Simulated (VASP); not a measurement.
Ru:

```xyz
2
Lattice="2.7078 0.0000 0.0000 -1.3539 2.3450 0.0000 0.0000 0.0000 4.2681" Properties=species:S:1:pos:R:3 pbc="T T T"
Ru    0.0000    1.5634    1.0670
Ru    1.3539    0.7817    3.2011
```

Base run:

| Quantity | Value |
| --- | --- |
| Program | VASP 6.6.1 |
| Functional | LDA |
| Potentials or basis | VASP PAW LDA potentials, release 64 (Ru_pv) |
| Cutoff | 520 eV |
| k mesh | 9 × 9 × 5 |
| Occupations | fermi-dirac, width 0.1 eV |
| Spin | no spin polarisation |

Its results: band gap on the k mesh zero (band 14 reaches 14.19 eV, above the bottom of band 15 at 11.13 eV); pressure -10.9 GPa.

**Question.** The run is repeated on the same cell with these changes: functional from LDA to PBE; potentials or basis from VASP PAW LDA potentials, release 64 (Ru_pv) to VASP PAW PBE potentials, release 64 (Ru_pv). What comes out?

**Answer.** Band gap on the k mesh zero (band 14 reaches 14.33 eV, above the bottom of band 15 at 11.29 eV); pressure 5.0 GPa.
